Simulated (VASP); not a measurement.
# Ir (Fm-3m) in VASP: a series of runs

The runs below take Ir through single point, with r2SCAN, PBEsol.

Program: VASP 6.6.1. These are calculated values, not measurements. Logs are shortened: lines on timing, memory, paths and dates and some standing lists are left out, and cuts for length are marked.

### Step 1. The cell of the first run

Symmetry: Fm-3m, No. 225, cubic system. Conventional cell: a = 3.882 Å, b = 3.882 Å, c = 3.882 Å, α = 90.00°, β = 90.00°, γ = 90.00°. Ir (site symmetry m-3m) has 12 Ir at 2.74 Å within 3.6 Å.

### Step 2. Single point, r2SCAN

File POSCAR:

```
Ir
1.0
    0.0000000000      1.9408081540      1.9408081540
    1.9408081540      0.0000000000      1.9408081540
    1.9408081540      1.9408081540      0.0000000000
Ir
1
Direct
    0.0000000000      0.0000000000      0.0000000000
```

File INCAR.step1:

```
  PREC = Accurate
  ENCUT = 550
  ISMEAR = -1
  SIGMA = 0.05
  LREAL = F
  LASPH = T
  NELM = 120
  NBANDS = 14
  GGA = PE
  ALGO = Normal
  EDIFF = 1E-5
  LWAVE = T
  LCHARG = F
  GGA_COMPAT = F
```

File INCAR.step2:

```
  PREC = Accurate
  ENCUT = 550
  EDIFF = 1E-6
  ISMEAR = -1
  SIGMA = 0.05
  LREAL = F
  LASPH = T
  NELM = 120
  ALGO = Normal
  ISIF = 2
  LWAVE = F
  LCHARG = F
  METAGGA = R2SCAN
  LMIXTAU = T
  NBANDS = 14
  ISTART = 1
  GGA_COMPAT = F
```

File KPOINTS:

```
Automatic mesh
0
Gamma
  12 12 12
```

Potentials or basis: VASP PAW PBE potentials, release 64 (Ir_sv_GW).

Launch:

```sh
cat potpaw_PBE.64/Ir_sv_GW/POTCAR > POTCAR
cp INCAR.step1 INCAR
mpirun -np 1 vasp_std > vasp.out
cp INCAR.step2 INCAR
mpirun -np 1 vasp_std > vasp.out
```

OUTCAR:

```text
PREC = Accurate
   ENCUT = 550
   EDIFF = 1E-6
   ISMEAR = -1
   LREAL = F
   LASPH = T
   NELM = 120
   ISIF = 2
   METAGGA = R2SCAN
   ISTART = 1

 ion  position               nearest neighbor table
   1  0.000  0.000  0.000-

  LATTYP: Found a face centered cubic cell.
 ALAT       =     3.8816163080

  Lattice vectors:

 A1 = (   0.0000000000,   1.9408081540,   1.9408081540)
 A2 = (   1.9408081540,   0.0000000000,   1.9408081540)
 A3 = (   1.9408081540,   1.9408081540,   0.0000000000)

Analysis of symmetry for initial positions (statically):
=====================================================================
 Subroutine PRICEL returns:
 Original cell was already a primitive cell.

 Routine SETGRP: Setting up the symmetry group for a
 face centered cubic supercell.

 Subroutine GETGRP returns: Found 48 space group operations
 (whereof 48 operations were pure point group operations)
 out of a pool of 48 trial point group operations.

The static configuration has the point symmetry O_h .

Analysis of symmetry for dynamics (positions and initial velocities):
=====================================================================
 Subroutine PRICEL returns:
 Original cell was already a primitive cell.

 Routine SETGRP: Setting up the symmetry group for a
 face centered cubic supercell.

 Subroutine GETGRP returns: Found 48 space group operations
 (whereof 48 operations were pure point group operations)
 out of a pool of 48 trial point group operations.

The dynamic configuration has the point symmetry O_h .

 Subroutine INISYM returns: Found 48 space group operations
 (whereof 48 operations are pure point group operations),
 and found     1 'primitive' translations

----------------------------------------------------------------------------------------

                                     Primitive cell

  volume of cell :      14.6210

  direct lattice vectors                    reciprocal lattice vectors
     0.000000000  1.940808154  1.940808154    -0.257624639  0.257624639  0.257624639
     1.940808154  0.000000000  1.940808154     0.257624639 -0.257624639  0.257624639
     1.940808154  1.940808154  0.000000000     0.257624639  0.257624639 -0.257624639

  length of vectors
     2.744717213  2.744717213  2.744717213     0.446218964  0.446218964  0.446218964

  position of ions in fractional coordinates (direct lattice)
     0.000000000  0.000000000  0.000000000

  ion indices of the primitive-cell ions
   primitive index   ion index
                 1           1

----------------------------------------------------------------------------------------

 KPOINTS: Automatic mesh

Automatic generation of k-mesh.
 Grid dimensions read from file:
 generate k-points for:   12   12   12

 Generating k-lattice:

  Cartesian coordinates                     Fractional coordinates (reciprocal lattice)
    -0.021468720  0.021468720  0.021468720     0.083333333  0.000000000  0.000000000
     0.021468720 -0.021468720  0.021468720     0.000000000  0.083333333  0.000000000
     0.021468720  0.021468720 -0.021468720     0.000000000  0.000000000  0.083333333

  Length of vectors
     0.037184914  0.037184914  0.037184914

  Shift w.r.t. Gamma in fractional coordinates (k-lattice)
     0.000000000  0.000000000  0.000000000

 Subroutine IBZKPT returns following result:
 ===========================================

 Found     72 irreducible k-points:

 Following reciprocal coordinates:
            Coordinates               Weight
  0.000000  0.000000  0.000000      1.000000
  0.083333  0.000000  0.000000      8.000000
  0.166667  0.000000  0.000000      8.000000
  0.250000  0.000000  0.000000      8.000000
  0.333333  0.000000  0.000000      8.000000
  0.416667  0.000000  0.000000      8.000000
[... 16 lines left out ...]
  0.500000  0.166667  0.000000     24.000000
 -0.416667  0.166667  0.000000     24.000000
 [... further k-points ...]
   k-points           NKPTS =     72   k-points in BZ     NKDIM =     72   number of bands    NBANDS=     14
   number of dos      NEDOS =    301   number of ions     NIONS =      1
   total plane-waves  NPLWV =  13824
   dimension x,y,z NGX =    24 NGY =   24 NGZ =   24
   dimension x,y,z NGXF=    48 NGYF=   48 NGZF=   48
   ions per type =               1
   NGX,Y,Z   is equivalent  to a cutoff of  14.54, 14.54, 14.54 a.u.
   NGXF,Y,Z  is equivalent  to a cutoff of  29.07, 29.07, 29.07 a.u.
 SYSTEM =  unknown system
   PREC   = accura    normal or accurate (medium, high low for compatibility)
   ISTART =      1    job   : 0-new  1-cont  2-samecut
   ICHARG =      0    charge: 1-file 2-atom 10-const
   ISPIN  =      1    spin polarized calculation?
   LNONCOLLINEAR =      F non collinear calculations
   LSORBIT =      F    spin-orbit coupling
   LASPH  =      T    aspherical Exc in radial PAW
   ENCUT  =  550.0 eV  40.42 Ry    6.36 a.u.   5.25  5.25  5.25*2*pi/ulx,y,z
   NELM   =    120;   NELMIN=  2; NELMDL=  0     # of ELM steps
   EDIFF  = 0.1E-05   stopping-criterion for ELM
   LREAL  =      F    real-space projection
   EDIFFG = 0.1E-04   stopping-criterion for IOM
   NSW    =      0    number of steps for IOM
   IBRION =     -1    ionic relax: 0-MD 1-quasi-New 2-CG
   NFREE  =      0    steps in history (QN), initial steepest desc. (CG)
   ISIF   =      2    stress and relaxation
   ISYM   =      2    0-nonsym 1-usesym 2-fastsym
   POTIM  = 0.5000    time-step for ionic-motion
   TEBEG  =    0.0;   TEEND  =   0.0 temperature during run
   PSTRESS=    0.0 pullay stress
   NELECT =      17.0000    total number of electrons
   NUPDOWN=      -1.0000    fix difference up-down
   EMIN   =  10.00;   EMAX   =-10.00  energy-range for DOS
   EFERMI =   0.00;   METHOD = LEGACY
   ISMEAR =    -1;   SIGMA  =   0.05  broadening in eV -4-tet -1-fermi 0-gaus
   EFERMI_NEDOS =   21; number of points for ismear=-14 and -15
   IALGO  =     38    algorithm
   IMIX   =      4    mixing-type and parameters
     AMIX     =   0.40;   BMIX     =  1.00
     AMIX_MAG =   1.60;   BMIX_MAG =  1.00
  volume/ion in A,a.u.               =      14.62        98.67
  Fermi-wavevector in a.u.,A,eV,Ry     =   1.721466  3.253100 40.320135  2.963446
  Thomas-Fermi vector in A             =   2.797713
   LORBIT       =      0    0 simple, 1 ext, 2 COOP (PROOUT), +10 PAW based schemes
   METAGGA = R2SCAN    functional components
   LHFCALC =     F    Hartree Fock is set to
   AEXX    =    0.0000 exact exchange contribution
   IVDW    =     0    specifies the selected vdW correction
   LEPSILON=     F    determine dielectric tensor
   LRPA    =     F    only Hartree local field effects (RPA)
 non-spin polarized calculation
  energy-cutoff  :      550.00
  volume of cell :       14.62
 maximum number of plane-waves:       444
 NGX is ok and might be reduce to    24
   NGX = 11   NGY = 11   NGZ = 11

 number of electron      17.0000000 magnetization

 Free energy of the ion-electron system (eV)
  ---------------------------------------------------
  ext. energy  EPLUGINS =         0.00000000
  ---------------------------------------------------
  free energy    TOTEN  =       -52.90817019 eV

  energy without entropy =      -52.90328497  energy(sigma->0) =      -52.90572758

 E-fermi :  12.0480     XC(G=0): -15.6566

 val. band max:       12.0462360829   @ k =  -0.2500   0.0833   0.0000
 cond. band min:      12.0754599825   @ k =  -0.3333   0.3333   0.0000
 fundamental gap:      0.0292238997
 Fermi energy:        12.0480094178

 k-point     1 :       0.0000    0.0000    0.0000
  band No.  band energies     occupation
      1     -82.9193      2.00000
      2     -38.7592      2.00000
      3     -38.7592      2.00000
      4     -38.7592      2.00000
      5       0.8865      2.00000
      6       8.2266      2.00000
      7       8.2266      2.00000
      8       8.2266      2.00000
      9      10.7948      2.00000
     10      10.7948      2.00000
     11      26.4000      0.00000
     12      32.0029      0.00000
     13      32.0029      0.00000
     14      32.0029      0.00000

 k-point     2 :       0.0833    0.0000    0.0000
  band No.  band energies     occupation
      1     -82.9156      2.00000
      2     -38.8125      2.00000
      3     -38.7667      2.00000
      4     -38.7667      2.00000
      5       1.1972      2.00000
      6       8.0672      2.00000
      7       8.3547      2.00000
      8       8.3547      2.00000
      9      10.7169      2.00000
     10      10.7169      2.00000
     11      26.9225      0.00000
     12      30.7433      0.00000
     13      32.5134      0.00000
     14      32.5134      0.00000

 k-point     3 :       0.1667    0.0000    0.0000
  band No.  band energies     occupation
      1     -82.9042      2.00000
      2     -38.9536      2.00000
      3     -38.7865      2.00000
      4     -38.7865      2.00000
      5       2.0505      2.00000
      6       7.7457      2.00000
      7       8.6107      2.00000
      8       8.6107      2.00000
      9      10.6496      2.00000
     10      10.6496      2.00000
     11      28.0863      0.00000
     12      28.6215      0.00000
     13      33.9528      0.00000
     14      33.9528      0.00000
[... 324 lines left out ...]
 k-point    23 :       0.5000    0.1667    0.0000
  band No.  band energies     occupation
      1     -82.8514      2.00000
      2     -39.4374      2.00000
      3     -38.9788      2.00000
      4     -38.9103      2.00000
      5       4.8589      2.00000
      6       7.3214      2.00000
      7       8.7713      2.00000
      8       9.0074      2.00000
      9      12.9873      0.00000
     10      15.2705      0.00000
     11      19.7314      0.00000
     12      27.7851      0.00000
     13      30.4972      0.00000
     14      31.0498      0.00000

 k-point    24 :      -0.4167    0.1667    0.0000
  band No.  band energies     occupation
      1     -82.8505      2.00000
      2     -39.4442      2.00000
      3     -39.0037      2.00000
      4     -38.8949      2.00000
      5       4.9268      2.00000
      6       7.3471      2.00000
      7       8.8930      2.00000
      8       9.1131      2.00000
      9      12.4792      0.00036
     10      15.8740      0.00000
     11      19.3859      0.00000
     12      27.5903      0.00000
     13      29.7546      0.00000
     14      31.7171      0.00000

 [... further k-points ...]

------------------------ aborting loop because EDIFF is reached ----------------------------------------

  FORCE on cell =-STRESS in cart. coord.  units (eV):
  Direction    XX          YY          ZZ          XY          YZ          ZX
  --------------------------------------------------------------------------------------
  -------------------------------------------------------------------------------------
  Total       -1.1572044     -1.1572044     -1.1572044      0.0000000      0.0000000      0.0000000
  in kB     -126.8068838   -126.8068838   -126.8068838      0.0000000      0.0000000      0.0000000
  external PRESSURE =    -126.8068838 kB  Pullay stress =       0.0000000 kB

 VOLUME and BASIS-vectors are now :
 -----------------------------------------------------------------------------
  energy-cutoff  :      550.00
  volume of cell :       14.62
      direct lattice vectors                 reciprocal lattice vectors
     0.000000000  1.940808154  1.940808154    -0.257624639  0.257624639  0.257624639
     1.940808154  0.000000000  1.940808154     0.257624639 -0.257624639  0.257624639
     1.940808154  1.940808154  0.000000000     0.257624639  0.257624639 -0.257624639

 POSITION                                       TOTAL-FORCE (eV/Angst)
 -----------------------------------------------------------------------------------
      0.00000      0.00000      0.00000         0.000000      0.000000      0.000000
 -----------------------------------------------------------------------------------
    total drift:                                0.000000      0.000000     -0.000000

  FREE ENERGIE OF THE ION-ELECTRON SYSTEM (eV)
  ---------------------------------------------------
  free  energy   TOTEN  =       -52.9081701872 eV

  energy  without entropy=      -52.9032849729  energy(sigma->0) =      -52.90572758
```

Run time: 41 s. Hardware: 1 thread of Intel Xeon Platinum 8488C (Sapphire Rapids), shared host; peak memory 0.16 GiB.

Results:

```
Free energy : -52.9082 eV
Pressure    : -12.7 GPa
```

Caveat: the PAW data sets were made with another functional, which shifts forces and pressure a little; spin-orbit coupling is left out, which moves the levels of the heavy elements.

(Continued in part 2 of 2.)
